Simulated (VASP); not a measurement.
# Ga (P2_1/m) in VASP: single point with r2SCAN

Aim: the single point of Ga with r2SCAN.

Program: VASP 6.6.1. These are calculated values, not measurements. Logs are shortened: lines on timing, memory, paths and dates and some standing lists are left out, and cuts for length are marked.

**1. The cell of the first run**

Symmetry: P2_1/m, No. 11, monoclinic system. Conventional cell: a = 2.778 Å, b = 3.282 Å, c = 4.210 Å, α = 90.00°, β = 108.61°, γ = 90.00°. Within 3.6 Å of Ga (site symmetry m) lie 10 Ga at 2.71 to 3.28 Å.

**2. Single point, r2SCAN**

Contents of POSCAR:

```
Ga
1.0
    2.7784220849      0.0000000000      0.0000000000
    0.0000000000      3.2816087900      0.0000000000
   -1.3434310986      0.0000000000      3.9902731763
Ga
2
Direct
    0.8654037300      0.2500000000      0.2298331700
    0.1345962700      0.7500000000      0.7701668300
```

Contents of INCAR.step1:

```
SYSTEM = Ga
PREC = Accurate
ENCUT = 520
ISMEAR = 0
SIGMA = 0.1
LREAL = .False.
LASPH = .True.
NELM = 80
NBANDS = 20
GGA = PE
ALGO = Normal
EDIFF = 1E-4
LWAVE = .True.
LCHARG = .False.
```

Contents of INCAR.step2:

```
SYSTEM = Ga
PREC = Accurate
ENCUT = 520
EDIFF = 1E-6
ISMEAR = 0
SIGMA = 0.1
LREAL = .False.
LASPH = .True.
NELM = 80
ALGO = Normal
ISIF = 2
LWAVE = .False.
LCHARG = .False.
METAGGA = R2SCAN
LMIXTAU = .True.
NBANDS = 20
ISTART = 1
```

Contents of KPOINTS:

```
Automatic mesh
0
Gamma
  6 6 4
  0 0 0
```

Potentials or basis: VASP PAW PBE potentials, release 64 (Ga_d).

Command:

```sh
$ cat potpaw_PBE.64/Ga_d/POTCAR > POTCAR
$ cp INCAR.step1 INCAR
$ mpirun -np 1 vasp_std > vasp.out
$ cp INCAR.step2 INCAR
$ mpirun -np 1 vasp_std > vasp.out
```

OUTCAR:

```text
SYSTEM = Ga
   PREC = Accurate
   ENCUT = 520
   EDIFF = 1E-6
   ISMEAR = 0
   LREAL = .False.
   LASPH = .True.
   NELM = 80
   ISIF = 2
   METAGGA = R2SCAN
   ISTART = 1

 ion  position               nearest neighbor table
   1  0.865  0.250  0.230-   2 2.71   2 2.71   2 2.81   2 2.81   2 2.84   2 2.84
   2  0.135  0.750  0.770-   1 2.71   1 2.71   1 2.81   1 2.81   1 2.84   1 2.84

  LATTYP: Found a simple monoclinic cell.
 ALAT       =     2.7784220849
 B/A-ratio  =     1.1811052064
 C/A-ratio  =     1.5153762184
 COS(beta)  =    -0.3190778872

  Lattice vectors:

 A1 = (   2.7784220849,   0.0000000000,   0.0000000000)
 A2 = (   0.0000000000,   3.2816087900,   0.0000000000)
 A3 = (  -1.3434310986,   0.0000000000,   3.9902731763)

Analysis of symmetry for initial positions (statically):
=====================================================================
 Subroutine PRICEL returns:
 Original cell was already a primitive cell.

 Routine SETGRP: Setting up the symmetry group for a
 simple monoclinic supercell.

 Subroutine GETGRP returns: Found  4 space group operations
 (whereof  2 operations were pure point group operations)
 out of a pool of  4 trial point group operations.

The static configuration has the point symmetry S_2 .
 The point group associated with its full space group is C_2h.

Analysis of symmetry for dynamics (positions and initial velocities):
=====================================================================
 Subroutine PRICEL returns:
 Original cell was already a primitive cell.

 Routine SETGRP: Setting up the symmetry group for a
 simple monoclinic supercell.

 Subroutine GETGRP returns: Found  4 space group operations
 (whereof  2 operations were pure point group operations)
 out of a pool of  4 trial point group operations.

The dynamic configuration has the point symmetry S_2 .
 The point group associated with its full space group is C_2h.

 Subroutine INISYM returns: Found  4 space group operations
 (whereof  2 operations are pure point group operations),
 and found     1 'primitive' translations

----------------------------------------------------------------------------------------

                                     Primitive cell

  volume of cell :      36.3821

  direct lattice vectors                    reciprocal lattice vectors
     2.778422085  0.000000000  0.000000000     0.359916517  0.000000000  0.121175424
[... 77 lines left out ...]
   PREC   = accura    normal or accurate (medium, high low for compatibility)
   ISTART =      1    job   : 0-new  1-cont  2-samecut
   ICHARG =      0    charge: 1-file 2-atom 10-const
   ISPIN  =      1    spin polarized calculation?
   LNONCOLLINEAR =      F non collinear calculations
   LSORBIT =      F    spin-orbit coupling
   LASPH  =      T    aspherical Exc in radial PAW
   ENCUT  =  520.0 eV  38.22 Ry    6.18 a.u.   5.17  6.10  7.83*2*pi/ulx,y,z
   NELM   =     80;   NELMIN=  2; NELMDL=  0     # of ELM steps
   EDIFF  = 0.1E-05   stopping-criterion for ELM
   LREAL  =      F    real-space projection
   EDIFFG = 0.1E-04   stopping-criterion for IOM
   NSW    =      0    number of steps for IOM
   IBRION =     -1    ionic relax: 0-MD 1-quasi-New 2-CG
   NFREE  =      0    steps in history (QN), initial steepest desc. (CG)
   ISIF   =      2    stress and relaxation
   ISYM   =      2    0-nonsym 1-usesym 2-fastsym
   POTIM  = 0.5000    time-step for ionic-motion
   TEBEG  =    0.0;   TEEND  =   0.0 temperature during run
   PSTRESS=    0.0 pullay stress
   NELECT =      26.0000    total number of electrons
   NUPDOWN=      -1.0000    fix difference up-down
   EMIN   =  10.00;   EMAX   =-10.00  energy-range for DOS
   EFERMI =   0.00;   METHOD = LEGACY
   ISMEAR =     0;   SIGMA  =   0.10  broadening in eV -4-tet -1-fermi 0-gaus
   EFERMI_NEDOS =   21; number of points for ismear=-14 and -15
   IALGO  =     38    algorithm
   IMIX   =      4    mixing-type and parameters
     AMIX     =   0.40;   BMIX     =  1.00
     AMIX_MAG =   1.60;   BMIX_MAG =  1.00
  volume/ion in A,a.u.               =      18.19       122.76
  Fermi-wavevector in a.u.,A,eV,Ry     =   1.463648  2.765894 29.147302  2.142266
  Thomas-Fermi vector in A             =   2.579718
   LORBIT       =      0    0 simple, 1 ext, 2 COOP (PROOUT), +10 PAW based schemes
   METAGGA = R2SCAN    functional components
   LHFCALC =     F    Hartree Fock is set to
   AEXX    =    0.0000 exact exchange contribution
   IVDW    =     0    specifies the selected vdW correction
   LEPSILON=     F    determine dielectric tensor
   LRPA    =     F    only Hartree local field effects (RPA)
 non-spin polarized calculation
 Gauss-broadening in eV      SIGMA  =   0.10
  energy-cutoff  :      520.00
  volume of cell :       36.38
 maximum number of plane-waves:      1000
 NGX is ok and might be reduce to    24
   NGX = 11   NGY = 13   NGZ = 15

 number of electron      26.0000010 magnetization

 Free energy of the ion-electron system (eV)
  ---------------------------------------------------
  ext. energy  EPLUGINS =         0.00000000
  ---------------------------------------------------
  free energy    TOTEN  =       -22.70777741 eV

  energy without entropy =      -22.70445642  energy(sigma->0) =      -22.70611691

 E-fermi :   5.5688     XC(G=0): -12.2513

 val. band max:        5.4801817880   @ k =  -0.3333   0.1667   0.2500
 cond. band min:       5.5706452646   @ k =   0.3333   0.3333   0.2500
 fundamental gap:      0.0904634766
 Fermi energy:         5.5688161534

 k-point     1 :       0.0000    0.0000    0.0000
  band No.  band energies     occupation
      1      -9.9886      2.00000
      2      -9.9797      2.00000
      3      -9.9114      2.00000
      4      -9.9014      2.00000
      5      -9.6338      2.00000
      6      -9.6298      2.00000
[... 541 lines left out ...]
     19      18.8330      0.00000
     20      19.8477      0.00000

 [... further k-points ...]
[... 5 lines left out ...]
  --------------------------------------------------------------------------------------
  -------------------------------------------------------------------------------------
  Total        0.2997061      0.0613088     -0.4127166      0.0000000      0.0000000      0.0328505
  in kB       13.1983171      2.6998865    -18.1750190      0.0000000      0.0000000      1.4466567
  external PRESSURE =      -0.7589385 kB  Pullay stress =       0.0000000 kB

 VOLUME and BASIS-vectors are now :
 -----------------------------------------------------------------------------
  energy-cutoff  :      520.00
  volume of cell :       36.38
      direct lattice vectors                 reciprocal lattice vectors
     2.778422085  0.000000000  0.000000000     0.359916517  0.000000000  0.121175424
     0.000000000  3.281608790  0.000000000     0.000000000  0.304728584  0.000000000
    -1.343431099  0.000000000  3.990273176     0.000000000  0.000000000  0.250609408

 POSITION                                       TOTAL-FORCE (eV/Angst)
 -----------------------------------------------------------------------------------
      2.09569      0.82040      0.91710         0.003248      0.000000     -0.029653
     -0.66070      2.46121      3.07318        -0.003248      0.000000      0.029653
 -----------------------------------------------------------------------------------
    total drift:                               -0.000000     -0.000000      0.000000

  FREE ENERGIE OF THE ION-ELECTRON SYSTEM (eV)
  ---------------------------------------------------
  free  energy   TOTEN  =       -22.7077774057 eV

  energy  without entropy=      -22.7044564169  energy(sigma->0) =      -22.70611691
```

OUTCAR.step1:

```text
SYSTEM = Ga
   PREC = Accurate
   ENCUT = 520
   ISMEAR = 0
   LREAL = .False.
   LASPH = .True.
[... 779 lines left out ...]
      2.09569      0.82040      0.91710         0.010247      0.000000      0.011845
     -0.66070      2.46121      3.07318        -0.010247     -0.000000     -0.011845
 -----------------------------------------------------------------------------------
    total drift:                               -0.000000     -0.000000      0.000000

  FREE ENERGIE OF THE ION-ELECTRON SYSTEM (eV)
  ---------------------------------------------------
  free  energy   TOTEN  =        -5.7446853090 eV

  energy  without entropy=       -5.7404539340  energy(sigma->0) =       -5.74256962
```

It took 79 s on 1 thread of Intel Xeon Platinum 8375C at 2.90GHz (Ice Lake), shared host; peak memory 0.17 GiB.

What came out:

```
Free energy            : -22.7078 eV
Pressure               : -0.1 GPa
Largest force          : 0.030 eV/Å
Band gap on the k mesh : zero (bands 13 and 14 overlap by 8.77 eV)
```

Forces on the atoms (eV/Å):
```
Ga   0.003  0.000 -0.030
Ga  -0.003  0.000  0.030
```

Stress tensor (GPa, compression positive):
```
 1.32  0.00  0.14
 0.00  0.27  0.00
 0.14  0.00 -1.82
```

Levels at points of the mesh, in eV from the Fermi level:
```csv
k point,band 9,band 10,band 11,band 12,band 13,band 14,band 15,band 16,band 17,band 18
"(0.00, 0.00, 0.00)",-15.14,-15.00,-11.80,-2.12,-1.19,2.04,6.20,9.88,11.06,11.42
"(0.50, 0.00, 0.00)",-15.06,-15.02,-6.40,-5.36,-1.40,0.56,6.64,7.12,9.33,9.92
"(0.00, 0.50, 0.00)",-15.05,-15.05,-8.04,-8.04,1.92,1.92,3.13,3.13,12.35,12.35
"(0.50, 0.50, 0.00)",-15.02,-15.02,-2.89,-2.89,-1.61,-1.61,2.42,2.42,5.11,5.11
"(0.00, 0.00, 0.50)",-15.09,-15.05,-9.71,-8.72,4.35,5.50,6.76,6.96,7.74,11.58
"(0.50, 0.00, 0.50)",-15.06,-15.02,-6.28,-5.35,-1.59,0.31,6.76,7.41,9.25,10.21
"(0.00, 0.50, 0.50)",-15.13,-15.13,-6.13,-6.13,-4.42,-4.42,11.50,11.50,13.00,13.00
"(0.50, 0.50, 0.50)",-15.01,-15.01,-2.78,-2.78,-1.60,-1.60,2.19,2.19,4.93,4.93
```

Caveat: the k points lie up to 0.40 Å⁻¹ apart, too coarse for converged energies and pressures of a metal; the PAW data sets were made with another functional, which shifts forces and pressure a little.
